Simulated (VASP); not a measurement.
# Mn (P6_3/mmc) in VASP: a series of runs, part 2 of 2

VASP 6.6.1.

## 5. Single point, PBE

This run uses another cell than the first one, of the same volume but with other edges.

INCAR

```
ALGO     = Normal         # electronic algorithm
EDIFF    = 1E-6           # SCF threshold, eV
ENCUT    = 520            # plane-wave cutoff, eV
GGA      = PE             # functional
ISIF     = 2              # what is computed and relaxed
ISMEAR   = -1             # smearing method
LASPH    = T              # aspherical terms in the spheres
LCHARG   = F              # write CHGCAR
LREAL    = F              # projectors in reciprocal space
LWAVE    = F              # write WAVECAR
NBANDS   = 20             # bands
NELM     = 100            # most SCF steps
PREC     = Accurate       # precision mode
SIGMA    = 0.05           # smearing width, eV
```

KPOINTS

```
k-points
0
Gamma
  12 12 7
```

POSCAR

```
Mn
1.0
    2.4836457705      0.0000000000      0.0000000000
   -1.2418228853      2.1509003313      0.0000000000
    0.0000000000      0.0000000000      4.0261950000
Mn
2
Direct
    0.3333333333      0.6666666667      0.2500000000
    0.6666666667      0.3333333333      0.7500000000
```

The run is started by

```console
> cat potpaw_PBE.64/Mn_pv/POTCAR > POTCAR
> mpirun -np 1 vasp_std > vasp.out
```

Run time: 11 s. Hardware: 1 thread of Intel Xeon 6975P-C (Granite Rapids), shared host; peak memory 0.14 GiB.

It converged, with:

```
Free energy            : -17.8987 eV
Pressure               : -1.2 GPa
Band gap on the k mesh : zero (band 13 reaches 11.55 eV, above the bottom of band 14 at 9.41 eV)
```

Stress tensor (GPa, compression positive):
```
-1.10  0.00  0.00
 0.00 -1.10  0.00
 0.00  0.00 -1.51
```

Levels at points of the mesh, in eV from the Fermi level:
| k point | band 9 | band 10 | band 11 | band 12 | band 13 | band 14 | band 15 | band 16 | band 17 | band 18 |
| --- | --- | --- | --- | --- | --- | --- | --- | --- | --- | --- |
| (0.00, 0.00, 0.00) | -0.97 | -0.94 | -0.94 | -0.47 | -0.47 | 0.06 | 0.06 | 0.72 | 1.61 | 1.61 |
| (0.50, 0.00, 0.00) | -3.66 | -1.33 | -1.14 | -0.93 | -0.42 | 1.82 | 1.96 | 2.03 | 3.58 | 5.69 |

Caveat: the run has no spin polarisation, though such a crystal can be magnetic.

## 6. Single point, PBE, collinear spin, zero start

This run uses another cell than the first one, of the same volume but with other edges.

INCAR

```
PREC = Accurate
ENCUT = 520
EDIFF = 1E-6
ISMEAR = -1
SIGMA = 0.05
LREAL = F
LASPH = T
NELM = 150
ALGO = Normal
ISIF = 2
LWAVE = F
LCHARG = F
ISPIN = 2
MAGMOM = 0 0
LORBIT = 11
NUPDOWN = 0.0
LMAXMIX = 4
GGA = PE
NBANDS = 24
```

KPOINTS

```
regular mesh
0
Gamma
  10 10 6
```

POSCAR is that of step 5.

Potentials or basis: VASP PAW PBE potentials, release 64 (Mn_pv).

The run is started by

```console
> cat potpaw_PBE.64/Mn_pv/POTCAR > POTCAR
> mpirun -np 1 vasp_std > vasp.out
```

OUTCAR:

```text
PREC = Accurate
   ENCUT = 520
   EDIFF = 1E-6
   ISMEAR = -1
   LREAL = F
   LASPH = T
   NELM = 150
   ISIF = 2
   ISPIN = 2
   LORBIT = 11
   NUPDOWN = 0.0
   GGA = PE

 ion  position               nearest neighbor table
   1  0.333  0.667  0.250-   2 2.47   2 2.47   2 2.47   2 2.47   2 2.47   2 2.47
   2  0.667  0.333  0.750-   1 2.47   1 2.47   1 2.47   1 2.47   1 2.47   1 2.47

  LATTYP: Found a hexagonal cell.
 ALAT       =     2.4836457705
 C/A-ratio  =     1.6210826229

  Lattice vectors:
[... 1515 lines left out ...]
  in kB      -11.7211273    -11.7211273    -15.7690092      0.0000000     -0.0000000     -0.0000000
  external PRESSURE =     -13.0704213 kB  Pullay stress =       0.0000000 kB

 VOLUME and BASIS-vectors are now :
 -----------------------------------------------------------------------------
  energy-cutoff  :      520.00
  volume of cell :       21.51
      direct lattice vectors                 reciprocal lattice vectors
     2.483645770  0.000000000  0.000000000     0.402633907  0.232460795  0.000000000
    -1.241822885  2.150900331  0.000000000     0.000000000  0.464921589  0.000000000
     0.000000000  0.000000000  4.026195000     0.000000000  0.000000000  0.248373464

 POSITION                                       TOTAL-FORCE (eV/Angst)
 -----------------------------------------------------------------------------------
     -0.00000      1.43393      1.00655        -0.000000      0.000000      0.000000
      1.24182      0.71697      3.01965         0.000000      0.000000      0.000000
 -----------------------------------------------------------------------------------
    total drift:                               -0.000000      0.000000     -0.000000

  FREE ENERGIE OF THE ION-ELECTRON SYSTEM (eV)
  ---------------------------------------------------
  free  energy   TOTEN  =       -17.8992342083 eV

  energy  without entropy=      -17.8758805614  energy(sigma->0) =      -17.88755738

 total charge

# of ion       s       p       d       tot
------------------------------------------
    1        0.426   6.400   5.157  11.983
    2        0.426   6.400   5.157  11.983
--------------------------------------------------
tot          0.853  12.799  10.315  23.967

 magnetization (x)

# of ion       s       p       d       tot
------------------------------------------
    1       -0.000  -0.000  -0.000  -0.000
    2       -0.000  -0.000  -0.000  -0.000
--------------------------------------------------
tot         -0.000  -0.000  -0.000  -0.000
```

OSZICAR:

```text
N       E                     dE             d eps       ncg     rms          rms(c)
DAV:   1     0.243379868398E+03    0.24338E+03   -0.15073E+04  5512   0.154E+03
DAV:   2    -0.116136266547E+02   -0.25499E+03   -0.24353E+03  5432   0.399E+02
DAV:   3    -0.212415213846E+02   -0.96279E+01   -0.95842E+01  6104   0.878E+01
DAV:   4    -0.213185798070E+02   -0.77058E-01   -0.77053E-01  5968   0.774E+00
DAV:   5    -0.213197284770E+02   -0.11487E-02   -0.11487E-02  6128   0.957E-01    0.187E+01
DAV:   6    -0.180503073732E+02    0.32694E+01   -0.96503E+00  5576   0.443E+01    0.297E+00
DAV:   7    -0.179218656481E+02    0.12844E+00   -0.43804E-01  5792   0.890E+00    0.102E+00
DAV:   8    -0.179028149093E+02    0.19051E-01   -0.62844E-03  6008   0.840E-01    0.445E-01
DAV:   9    -0.178992506639E+02    0.35642E-02   -0.21727E-03  5744   0.497E-01    0.342E-02
DAV:  10    -0.178992435168E+02    0.71471E-05   -0.57953E-05  6144   0.698E-02    0.187E-02
DAV:  11    -0.178992352378E+02    0.82790E-05   -0.12922E-06  4672   0.115E-02    0.607E-03
DAV:  12    -0.178992342162E+02    0.10216E-05   -0.13945E-07  2976   0.415E-03    0.106E-03
DAV:  13    -0.178992342083E+02    0.79017E-08   -0.26727E-08  2960   0.170E-03
   1 F= -.17899234E+02 E0= -.17887557E+02  d E =-.233536E-01  mag=     0.0000
```

It took 23 s on 1 thread of Intel Xeon 6975P-C (Granite Rapids), shared host; peak memory 0.16 GiB.

What came out:

- Free energy: -17.8992 eV
- Pressure: -1.3 GPa
- Net moment: 0.00 μB per cell
- Valence electrons inside the program's atomic spheres: Mn 11.98

Stress tensor (GPa, compression positive):
```
-1.17  0.00  0.00
 0.00 -1.17  0.00
 0.00  0.00 -1.58
```

Caveat: the total moment is fixed, so each spin has its own Fermi level.
